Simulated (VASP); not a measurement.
Runs of VASP 6.6.1 on BaHfO3. The structure is that of space group Pm-3m (No. 221), or close to it. The cells are those of the table. 

```tsv
task	level	spin	cell	k mesh	grid for exact exchange (PRECFOCK)	share of exact exchange	screening parameter	gap on the mesh (eV)	pressure (GPa)	moment (μB)
dielectric tensor	r2SCAN	off	a = 4.344 Å, 5 atoms	6 × 6 × 6	-	-	-	3.82	-	-
single point	HSE06	off	a = 4.052 Å, 5 atoms	4 × 4 × 4	Fast	0.25	0.2079 1/Å	5.23	17.3	-
single point	HSE06	off	a = 4.302 Å, 5 atoms	4 × 4 × 4	Fast	0.25	0.2079 1/Å	(b)	-13.7	-
dielectric tensor	r2SCAN	off	a = 4.219 Å, 5 atoms	6 × 6 × 6	-	-	-	4.04	-	-
single point	r2SCAN	non-collinear, zero start, SOC	a = 4.261 Å, 5 atoms	6 × 6 × 6	-	-	-	-	(c)	0.00
single point	r2SCAN	non-collinear, zero start, SOC	a = 4.302 Å, 5 atoms	6 × 6 × 6	-	-	-	-	(a)	0.00
```

Alike in all rows: potentials or basis VASP PAW PBE potentials, release 64 (Ba_sv, Hf_pv, O); cutoff (eV) 520; smearing gaussian 0.01 eV.

Question: Estimate the missing entries.

Answer: (a) -13.2; (b) 4.83; (c) -9.6.

Caveats: the PAW data sets were made with another functional, which shifts forces and pressure a little; spin-orbit coupling is left out, which moves the levels of the heavy elements (at least some runs); the cell stands under tension (at least some runs); the cell stands under pressure (at least some runs).

A k mesh can miss the band edges, and rows without SOC leave out spin-orbit coupling on Ba, Hf.
